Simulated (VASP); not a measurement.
# Al15GaN16 (a cell with a defect) in VASP: notebook, part 2 of 2

VASP 6.6.1. Earlier steps stand in the parts before.

### Step 3. Single point, r2SCAN

Input file POSCAR:

```
Al15GaN16
1.0
    6.2595139128      0.0000000578      0.0000000000
   -3.1297570064      5.4208980350      0.0000000000
    0.0000000000      0.0000000000     10.0348065929
Al Ga N
15 1 16
Direct
    0.3347338190      0.1672689971      0.2485687292
    0.3349346125      0.1672524408      0.7507160613
    0.1674125858      0.3348039512      0.9995708459
    0.3353054107      0.6683614044      0.2484338118
    0.1676456948      0.8352245131      0.4999024258
    0.3350759617      0.6688336446      0.7508429339
    0.1671292530      0.8346150756      0.9997803008
    0.8336150208      0.1667213108      0.2483793233
    0.6667827506      0.3343463274      0.4998087776
    0.8334531705      0.1672759097      0.7508365848
    0.6676217221      0.3350577011      0.9997515466
    0.8347026702      0.6673737831      0.2496200165
    0.6681996025      0.8340523218      0.5001184224
    0.8345119006      0.6674721421      0.7497185217
    0.6676844964      0.8344200163      0.9996206534
    0.1662724720      0.3358608125      0.4993697228
    0.3359245766      0.1660419450      0.4377927589
    0.1688634801      0.3331085126      0.1895525706
    0.3332422104      0.1689462107      0.9401865169
    0.1689196071      0.3334759490      0.6950985641
    0.3386237734      0.6780732235      0.4378324901
    0.1685856365      0.8328002245      0.1890927736
    0.3332158244      0.6696598401      0.9403161621
    0.1690268387      0.8332079388      0.6896743586
    0.8243047282      0.1637834147      0.4377899246
    0.6692138212      0.3335270555      0.1890466137
    0.8324205393      0.1687787866      0.9402385937
    0.6688175963      0.3329408082      0.6895828455
    0.8333791710      0.6686348615      0.4397122727
    0.6694881668      0.8325514337      0.1888554509
    0.8330341392      0.6689708821      0.9392620454
    0.6690555113      0.8332723675      0.6899463370
```

Input file INCAR.step1:

```
PREC = Accurate ; ENCUT = 580
ISMEAR = -1 ; SIGMA = 0.01
LREAL = Auto ; LASPH = T
NELM = 120 ; NBANDS = 91
GGA = PE ; ALGO = Normal
EDIFF = 1E-5 ; LWAVE = T
LCHARG = F ; GGA_COMPAT = F
ISYM = -1
```

Input file INCAR.step2:

```
PREC = Accurate ; ENCUT = 580
EDIFF = 1E-6 ; ISMEAR = -1
SIGMA = 0.01 ; LREAL = Auto
LASPH = T ; NELM = 120
ALGO = Normal ; ISIF = 2
LWAVE = F ; LCHARG = T
METAGGA = R2SCAN ; LMIXTAU = T
LELF = T ; LVHAR = T
NBANDS = 91 ; ISTART = 1
GGA_COMPAT = F ; ISYM = -1
```

Input file KPOINTS:

```
explicit points
1
Reciprocal
  0.25000000   0.25000000   0.25000000 1
```

Potentials or basis: VASP PAW PBE potentials, release 64 (Al, Ga_d, N).

Launch:

```console
cat potpaw_PBE.64/Al/POTCAR potpaw_PBE.64/Ga_d/POTCAR potpaw_PBE.64/N/POTCAR > POTCAR
cp INCAR.step1 INCAR
mpirun -np 1 vasp_std > vasp.out
cp INCAR.step2 INCAR
mpirun -np 1 vasp_std > vasp.out
```

OUTCAR:

```text
PREC = Accurate
   ENCUT = 580
   EDIFF = 1E-6
   ISMEAR = -1
   LREAL = Auto
   LASPH = T
   NELM = 120
   ISIF = 2
   METAGGA = R2SCAN
   ISTART = 1
   ISYM = -1

 ion  position               nearest neighbor table
   1  0.335  0.167  0.249-  18 1.89  17 1.90  22 1.91  26 1.91   7 3.08  11 3.08   3 3.09   9 3.10
                             5 3.10  16 3.11   8 3.12   4 3.12  12 3.13  12 3.13   4 3.13   8 3.14
   2  0.335  0.167  0.751-  20 1.89  19 1.90  28 1.91  24 1.91  11 3.08   7 3.08   3 3.09   5 3.09
                             9 3.09  16 3.12   6 3.12  10 3.12  14 3.13  14 3.13  10 3.14   6 3.14
   3  0.167  0.335  1.000-  19 1.89  18 1.91  23 1.91  27 1.91   4 3.08  10 3.08   8 3.08   6 3.08
                             2 3.09   1 3.09  11 3.13  15 3.13   7 3.13   7 3.13  15 3.13  11 3.13
   4  0.335  0.668  0.248-  22 1.89  21 1.90  30 1.91  18 1.91  15 3.08   3 3.08   7 3.08  16 3.10
                            13 3.10   5 3.11   8 3.12   1 3.12  12 3.13  12 3.13   1 3.13   8 3.14
   5  0.168  0.835  0.500-  21 1.89  17 1.90  24 1.90  29 1.91  14 3.09  12 3.09   2 3.09   1 3.10
                             6 3.10   4 3.11  16 3.12  13 3.12   9 3.12   9 3.14  13 3.14  16 3.14
   6  0.335  0.669  0.751-  24 1.89  23 1.90  20 1.90  32 1.91  15 3.08   3 3.08   7 3.08  13 3.10
                             5 3.10  16 3.10  10 3.12   2 3.12  14 3.13  14 3.13   2 3.14  10 3.14
   7  0.167  0.835  1.000-  23 1.89  22 1.90  19 1.91  31 1.91   1 3.08   2 3.08   4 3.08   6 3.08
                            12 3.09  14 3.09  15 3.13  11 3.13   3 3.13   3 3.13  11 3.13  15 3.13
   8  0.834  0.167  0.248-  26 1.89  25 1.90  30 1.91  18 1.91  15 3.08   3 3.08  11 3.08  16 3.10
                            13 3.10   9 3.11   4 3.12   1 3.12  12 3.13  12 3.13   1 3.14   4 3.14
   9  0.667  0.334  0.500-  25 1.88  17 1.90  28 1.90  29 1.91  14 3.09  12 3.09   2 3.09   1 3.10
[... 17 lines left out ...]
  19  0.333  0.169  0.940-   3 1.89   2 1.90   7 1.91  11 1.91
  20  0.169  0.333  0.695-   2 1.89   6 1.90  10 1.90  16 1.96
  21  0.339  0.678  0.438-   5 1.89  13 1.89   4 1.90  16 1.96
  22  0.169  0.833  0.189-   4 1.89   7 1.90   1 1.91  12 1.91
[... 8 lines left out ...]
  31  0.833  0.669  0.939-  15 1.89  14 1.90  11 1.91   7 1.91
  32  0.669  0.833  0.690-  14 1.89  13 1.90   6 1.91  10 1.91

IMPORTANT INFORMATION: All symmetrisations will be switched off!
NOSYMM: (Re-)initialisation of all symmetry stuff for point group C_1.

----------------------------------------------------------------------------------------

                                     Primitive cell

  volume of cell :     340.5029

  direct lattice vectors                    reciprocal lattice vectors
     6.259513913  0.000000058  0.000000000     0.159756813  0.092235641  0.000000000
    -3.129757006  5.420898035  0.000000000    -0.000000002  0.184471279  0.000000000
     0.000000000  0.000000000 10.034806593     0.000000000  0.000000000  0.099653141

  length of vectors
     6.259513913  6.259513913 10.034806593     0.184471279  0.184471279  0.099653141

  position of ions in fractional coordinates (direct lattice)
     0.334733819  0.167268997  0.248568729
     0.334934612  0.167252441  0.750716061
     0.167412586  0.334803951  0.999570846
     0.335305411  0.668361404  0.248433812
     0.167645695  0.835224513  0.499902426
     0.335075962  0.668833645  0.750842934
[... 24 lines left out ...]
     0.833034139  0.668970882  0.939262045
     0.669055511  0.833272368  0.689946337

  ion indices of the primitive-cell ions
   primitive index   ion index
                 1           1
                 2           2
                 3           3
                 4           4
                 5           5
                 6           6
[... 24 lines left out ...]
                31          31
                32          32

----------------------------------------------------------------------------------------

 KPOINTS: explicit points

Read explicit list of k-points.

 Found      1 k-points:

 Following reciprocal coordinates:
            Coordinates               Weight
  0.250000  0.250000  0.250000      1.000000
   k-points           NKPTS =      1   k-points in BZ     NKDIM =      1   number of bands    NBANDS=     91
   number of dos      NEDOS =    301   number of ions     NIONS =     32
   total plane-waves  NPLWV = 200000
   dimension x,y,z NGX =    50 NGY =   50 NGZ =   80
   dimension x,y,z NGXF=   100 NGYF=  100 NGZF=  160
   ions per type =              15   1  16
   NGX,Y,Z   is equivalent  to a cutoff of  13.28, 13.28, 13.25 a.u.
   NGXF,Y,Z  is equivalent  to a cutoff of  26.56, 26.56, 26.51 a.u.
 SYSTEM =  unknown system
   PREC   = accura    normal or accurate (medium, high low for compatibility)
   ISTART =      1    job   : 0-new  1-cont  2-samecut
   ICHARG =      0    charge: 1-file 2-atom 10-const
   ISPIN  =      1    spin polarized calculation?
   LNONCOLLINEAR =      F non collinear calculations
   LSORBIT =      F    spin-orbit coupling
   LASPH  =      T    aspherical Exc in radial PAW
   ENCUT  =  580.0 eV  42.63 Ry    6.53 a.u.  12.29 12.29 19.71*2*pi/ulx,y,z
   NELM   =    120;   NELMIN=  2; NELMDL=  0     # of ELM steps
   EDIFF  = 0.1E-05   stopping-criterion for ELM
   LREAL  =      T    real-space projection
   EDIFFG = 0.1E-04   stopping-criterion for IOM
   NSW    =      0    number of steps for IOM
   IBRION =     -1    ionic relax: 0-MD 1-quasi-New 2-CG
   NFREE  =      0    steps in history (QN), initial steepest desc. (CG)
   ISIF   =      2    stress and relaxation
   ISYM   =     -1    0-nonsym 1-usesym 2-fastsym
   POTIM  = 0.5000    time-step for ionic-motion
   TEBEG  =    0.0;   TEEND  =   0.0 temperature during run
   PSTRESS=    0.0 pullay stress
   NELECT =     138.0000    total number of electrons
   NUPDOWN=      -1.0000    fix difference up-down
   EMIN   =  10.00;   EMAX   =-10.00  energy-range for DOS
   EFERMI =   0.00;   METHOD = LEGACY
   ISMEAR =    -1;   SIGMA  =   0.01  broadening in eV -4-tet -1-fermi 0-gaus
   EFERMI_NEDOS =   21; number of points for ismear=-14 and -15
   IALGO  =     38    algorithm
   IMIX   =      4    mixing-type and parameters
     AMIX     =   0.40;   BMIX     =  1.00
     AMIX_MAG =   1.60;   BMIX_MAG =  1.00
  volume/ion in A,a.u.               =      10.64        71.81
  Fermi-wavevector in a.u.,A,eV,Ry     =   1.211512  2.289425 19.970092  1.467760
  Thomas-Fermi vector in A             =   2.347025
   LORBIT       =      0    0 simple, 1 ext, 2 COOP (PROOUT), +10 PAW based schemes
   METAGGA = R2SCAN    functional components
   LHFCALC =     F    Hartree Fock is set to
   AEXX    =    0.0000 exact exchange contribution
   IVDW    =     0    specifies the selected vdW correction
   LEPSILON=     F    determine dielectric tensor
   LRPA    =     F    only Hartree local field effects (RPA)
 non-spin polarized calculation
  energy-cutoff  :      580.00
  volume of cell :      340.50
 maximum number of plane-waves:     10794
 NGX is ok and might be reduce to    50
   NGX = 25   NGY = 25   NGZ = 39

 number of electron     137.9999999 magnetization

 Free energy of the ion-electron system (eV)
  ---------------------------------------------------
  ext. energy  EPLUGINS =         0.00000000
  ---------------------------------------------------
  free energy    TOTEN  =      -313.33493323 eV

  energy without entropy =     -313.33493323  energy(sigma->0) =     -313.33493323

 E-fermi :   5.5908     XC(G=0): -11.4420

 val. band max:        5.2841110819   @ k =   0.2500   0.2500   0.2500
 cond. band min:      11.7124424601   @ k =   0.2500   0.2500   0.2500
 fundamental gap:      6.4283313782
 Fermi energy:         5.5908331803

 k-point     1 :       0.2500    0.2500    0.2500
  band No.  band energies     occupation
      1      -9.6914      2.00000
      2      -9.3136      2.00000
      3      -9.1385      2.00000
      4      -9.0716      2.00000
      5      -8.8460      2.00000
      6      -8.7735      2.00000
[... 73 lines left out ...]
     80      13.3893      0.00000
     81      13.4390      0.00000
 [bands above 81 left out]

------------------------ aborting loop because EDIFF is reached ----------------------------------------

  FORCE on cell =-STRESS in cart. coord.  units (eV):
  Direction    XX          YY          ZZ          XY          YZ          ZX
  --------------------------------------------------------------------------------------
  -------------------------------------------------------------------------------------
  Total       -7.4506221    -17.4937208     -1.4350875     -8.6947195      0.2577614      0.0913374
  in kB      -35.0576064    -82.3136609     -6.7525546    -40.9114906      1.2128512      0.4297725
  external PRESSURE =     -41.3746073 kB  Pullay stress =       0.0000000 kB

 VOLUME and BASIS-vectors are now :
 -----------------------------------------------------------------------------
  energy-cutoff  :      580.00
  volume of cell :      340.50
      direct lattice vectors                 reciprocal lattice vectors
     6.259513913  0.000000058  0.000000000     0.159756813  0.092235641  0.000000000
    -3.129757006  5.420898035  0.000000000    -0.000000002  0.184471279  0.000000000
     0.000000000  0.000000000 10.034806593     0.000000000  0.000000000  0.099653141

 POSITION                                       TOTAL-FORCE (eV/Angst)
 -----------------------------------------------------------------------------------
      1.57176      0.90675      2.49434        -0.006458      0.007443      0.029899
      1.57307      0.90666      7.53329        -0.011972      0.001647      0.006953
      0.00007      1.81494     10.03050         0.014646     -0.015475      0.005185
      0.00704      3.62312      2.49299        -0.006257      0.016325      0.024506
     -1.56467      4.52767      5.01642         0.024353      0.004346     -0.009598
      0.00413      3.62568      7.53456        -0.002431     -0.004316      0.010921
[... 24 lines left out ...]
      3.12067      3.62642      9.42531        -0.003448      0.006905     -0.006802
      1.58002      4.51708      6.92348        -0.001968     -0.003369     -0.004166
 -----------------------------------------------------------------------------------
    total drift:                               -0.004370     -0.012417     -0.134033

  FREE ENERGIE OF THE ION-ELECTRON SYSTEM (eV)
  ---------------------------------------------------
  free  energy   TOTEN  =      -313.3349332294 eV

  energy  without entropy=     -313.3349332294  energy(sigma->0) =     -313.33493323
```

Wall time 7.8 min (1 thread of Intel Xeon Platinum 8259CL at 2.50GHz (Skylake/Cascade Lake), shared host); peak memory 0.53 GiB.

What came out:

```yaml
Free_energy: -313.3349 eV
Pressure: -4.1 GPa
Largest_force: 0.031 eV/Å
Band_gap_on_the_k_mesh: 6.43 eV
```

Forces in eV/Å, atoms in the order of the input:
```
Al  -0.006  0.007  0.030
Al  -0.012  0.002  0.007
Al   0.015 -0.015  0.005
Al  -0.006  0.016  0.025
Al   0.024  0.004 -0.010
Al  -0.002 -0.004  0.011
Al   0.013 -0.009  0.009
Al  -0.012  0.006  0.028
Al   0.009 -0.017 -0.002
Al   0.010 -0.004  0.005
Al   0.010 -0.016  0.013
Al  -0.008  0.006  0.003
Al  -0.013  0.012  0.003
Al  -0.008  0.010  0.005
Al   0.009 -0.007  0.010
Ga  -0.001  0.010  0.009
N    0.003 -0.003 -0.005
N    0.000  0.001 -0.007
N   -0.006  0.004 -0.011
N   -0.001 -0.003 -0.026
N   -0.009 -0.024 -0.004
N   -0.002 -0.003 -0.019
N   -0.002  0.008 -0.017
N    0.001  0.009 -0.007
N    0.011 -0.001 -0.004
N    0.003 -0.004 -0.015
N   -0.010  0.007 -0.007
N   -0.007  0.003  0.000
N    0.001  0.002 -0.006
N    0.000  0.000 -0.014
N   -0.003  0.007 -0.007
N   -0.002 -0.003 -0.004
```

Caveat: the PAW data sets were made with another functional, which shifts forces and pressure a little.

### Step 4. Single point, r2SCAN

Input file POSCAR:

```
Al15GaN16
1.0
    6.2595139128      0.0000000578      0.0000000000
   -3.1297570064      5.4208980350      0.0000000000
    0.0000000000      0.0000000000     10.0348065929
Al Ga N
15 1 16
Direct
    0.3347338398      0.1672689879      0.2485687302
    0.3349345994      0.1672524567      0.7507160543
    0.1674125699      0.3348039468      0.9995708558
    0.3353054370      0.6683613951      0.2484337840
    0.1676456899      0.8352245220      0.4999024253
    0.3350759694      0.6688336626      0.7508429435
    0.1671292516      0.8346150846      0.9997802952
    0.8336150360      0.1667212816      0.2483792899
    0.6667827233      0.3343463237      0.4998087816
    0.8334531910      0.1672759320      0.7508365975
    0.6676216864      0.3350576733      0.9997515420
    0.8347026929      0.6673737780      0.2496200084
    0.6681996238      0.8340522807      0.5001184388
    0.8345118888      0.6674721407      0.7497185508
    0.6676844937      0.8344200222      0.9996206546
    0.1662724683      0.3358608407      0.4993696884
    0.3359245066      0.1660419577      0.4377927722
    0.1688635058      0.3331085101      0.1895525809
    0.3332421780      0.1689462028      0.9401865107
    0.1689196517      0.3334759954      0.6950985669
    0.3386238001      0.6780732889      0.4378324777
    0.1685856823      0.8328002466      0.1890927596
    0.3332158174      0.6696598205      0.9403161783
    0.1690268268      0.8332079260      0.6896743587
    0.8243046197      0.1637833535      0.4377899113
    0.6692138450      0.3335270583      0.1890465994
    0.8324205240      0.1687787812      0.9402386042
    0.6688176245      0.3329408315      0.6895828598
    0.8333791463      0.6686348531      0.4397122798
    0.6694882092      0.8325514177      0.1888554361
    0.8330341217      0.6689708534      0.9392620693
    0.6690555433      0.8332723805      0.6899463514
```

INCAR.step1 is that of step 3.

INCAR.step2 is that of step 3.

KPOINTS is that of step 3.

Launch:

```console
cat potpaw_PBE.64/Al/POTCAR potpaw_PBE.64/Ga_d/POTCAR potpaw_PBE.64/N/POTCAR > POTCAR
cp INCAR.step1 INCAR
mpirun -np 1 vasp_std > vasp.out
cp INCAR.step2 INCAR
mpirun -np 1 vasp_std > vasp.out
```

Wall time 9.2 min (1 thread of Intel Xeon Platinum 8259CL at 2.50GHz (Skylake/Cascade Lake), shared host); peak memory 0.53 GiB.

It converged, with:

```yaml
Free_energy: -313.3349 eV
Pressure: -4.1 GPa
Largest_force: 0.031 eV/Å
Band_gap_on_the_k_mesh: 6.43 eV
```

Forces in eV/Å, atoms in the order of the input:
```
Al  -0.006  0.007  0.030
Al  -0.012  0.002  0.007
Al   0.015 -0.015  0.005
Al  -0.006  0.016  0.025
Al   0.024  0.004 -0.010
Al  -0.002 -0.004  0.011
Al   0.013 -0.009  0.009
Al  -0.012  0.006  0.028
Al   0.009 -0.017 -0.002
Al   0.010 -0.004  0.005
Al   0.010 -0.016  0.013
Al  -0.008  0.006  0.003
Al  -0.013  0.012  0.003
Al  -0.008  0.010  0.005
Al   0.009 -0.007  0.010
Ga  -0.001  0.010  0.009
N    0.003 -0.003 -0.005
N    0.000  0.001 -0.007
N   -0.006  0.004 -0.011
N   -0.001 -0.003 -0.026
N   -0.009 -0.024 -0.004
N   -0.002 -0.003 -0.019
N   -0.002  0.008 -0.017
N    0.001  0.009 -0.007
N    0.011 -0.001 -0.004
N    0.003 -0.004 -0.015
N   -0.010  0.007 -0.007
N   -0.007  0.003  0.000
N    0.001  0.002 -0.006
N    0.000  0.000 -0.014
N   -0.003  0.007 -0.007
N   -0.002 -0.003 -0.004
```

Stress tensor (GPa, compression positive):
```
-3.51 -4.09  0.04
-4.09 -8.23  0.12
 0.04  0.12 -0.68
```

Levels at points of the mesh, in eV from the valence-band top:
| k point | band 65 | band 66 | band 67 | band 68 | band 69 | band 70 | band 71 | band 72 | band 73 | band 74 |
| --- | --- | --- | --- | --- | --- | --- | --- | --- | --- | --- |
| (0.25, 0.25, 0.25) | -0.47 | -0.41 | -0.34 | -0.24 | 0.00 | 6.43 | 6.86 | 7.12 | 7.16 | 7.37 |

Caveat: the PAW data sets were made with another functional, which shifts forces and pressure a little.
